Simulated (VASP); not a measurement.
ScInS3, 5 atoms in the cell. It takes space group P6/mmm (No. 191, hexagonal). The conventional cell has a = 5.298 Å, b = 5.298 Å, c = 4.964 Å, α = 90.00°, β = 90.00°, γ = 120.00°. Within 3.3 Å of Sc (site symmetry 6/mmm) lie 2 In at 2.48 Å and 6 S at 2.65 Å. In (site symmetry 6/mmm) has 2 Sc at 2.48 Å within 3.3 Å. S (site symmetry mmm) has 4 S at 2.65 Å and 2 Sc at 2.65 Å and 4 In at 3.63 Å within 3.7 Å. The cell was built from a structure type or drawn by symmetry, and may not be a known phase.

```yaml
Program: VASP 6.6.1
Task: single point
Functional: PBE
Potentials_or_basis: VASP PAW PBE potentials, release 64 (Sc_sv, In_d, S)
Cutoff: 520 eV
k_mesh: 6 × 6 × 4
Occupations: gaussian, width 0.1 eV
Spin: no spin polarisation
Dipole_correction: no
Further_INCAR_settings: ALGO = Normal; EDIFF = 1e-06; NBANDS = 29
```

Potentials or basis: VASP PAW PBE potentials, release 64 (Sc_sv, In_d, S).

Run with:

```sh
$ cat potpaw_PBE.64/Sc_sv/POTCAR potpaw_PBE.64/In_d/POTCAR potpaw_PBE.64/S/POTCAR > POTCAR
$ mpirun -np 1 vasp_std > vasp.out
```

Hardware: 1 thread of Intel(R) Xeon(R) 6975P-C (Granite Rapids), with other jobs on the host.

Question: How long does it take, and how much memory?

Answer: It took 34 s on 1 thread of Intel(R) Xeon(R) 6975P-C (Granite Rapids), with other jobs on the host, peak memory 0.27 GiB. Counts: scf iterations 15, k points 21.
